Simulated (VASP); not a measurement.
Cl, 4 atoms in the cell. The structure is orthorhombic, space group Cmce (No. 64). The conventional cell has a = 6.332 Å, b = 4.530 Å, c = 8.264 Å, α = 90.00°, β = 90.00°, γ = 90.00°. Cl (site symmetry m) has 1 Cl at 2.03 Å within 2.7 Å. 

- Program: VASP 6.6.1
- Task: single point
- Functional: PBE
- Potentials or basis: VASP PAW PBE potentials, release 64 (Cl)
- Cutoff: 520 eV
- k mesh: 7 × 7 × 4
- Occupations: fermi-dirac, width 0.05 eV
- Spin: no spin polarisation
- Dipole correction: no
- Further INCAR settings: ALGO = Normal; EDIFF = 1e-07; NBANDS = 22

Potentials or basis: VASP PAW PBE potentials, release 64 (Cl).

Command:

```sh
$ cat potpaw_PBE.64/Cl/POTCAR > POTCAR
$ mpirun -np 1 vasp_std > vasp.out
```

Hardware: 1 thread of Oxide Virtual Turin-like Processor (shared host).

Q: Estimate the wall time of this run.

A: Run time: 110 s on 1 thread of Oxide Virtual Turin-like Processor, with other jobs on the host, peak memory 0.22 GiB. Counts: scf iterations 14, k points 48.
